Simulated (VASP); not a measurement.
Crystal: TaN.

```
Ta N
1.0
     0.00000    2.16710    2.21132
     2.16710    0.00000    2.21132
     2.16710    2.16710    0.00000
Ta N
1 1
Direct
  0.50000 0.50000 0.50000
  0.00000 0.00000 0.00000
```

Base run:

| Quantity | Value |
| --- | --- |
| Program | VASP 6.6.1 |
| Functional | PBE |
| Potentials or basis | VASP PAW PBE potentials, release 64 (Ta_sv_GW, N) |
| Cutoff | 600 eV |
| k mesh | 9 × 9 × 9 |
| Occupations | fermi-dirac, width 0.05 eV |
| Spin | no spin polarisation |

Its results: band gap on the k mesh zero (band 9 reaches 15.78 eV, above the bottom of band 10 at 12.11 eV); pressure 13.5 GPa.

**Question.** The run is repeated on the same cell with these changes: potentials or basis from VASP PAW PBE potentials, release 64 (Ta_sv_GW, N) to VASP PAW PBE potentials, release 64 (Ta_pv, N); cutoff from 600 eV to 520 eV; further incar settings from ALGO = Normal; EDIFF = 1e-06; NBANDS = 16 to ALGO = Normal; EDIFF = 1e-07; NBANDS = 15; valence electrons from 18 to 16. What comes out?

**Answer.** Band gap on the k mesh zero (band 8 reaches 11.42 eV, above the bottom of band 9 at 7.73 eV); pressure 14.4 GPa.

Caveats: spin-orbit coupling is left out, which moves the levels of the heavy elements.
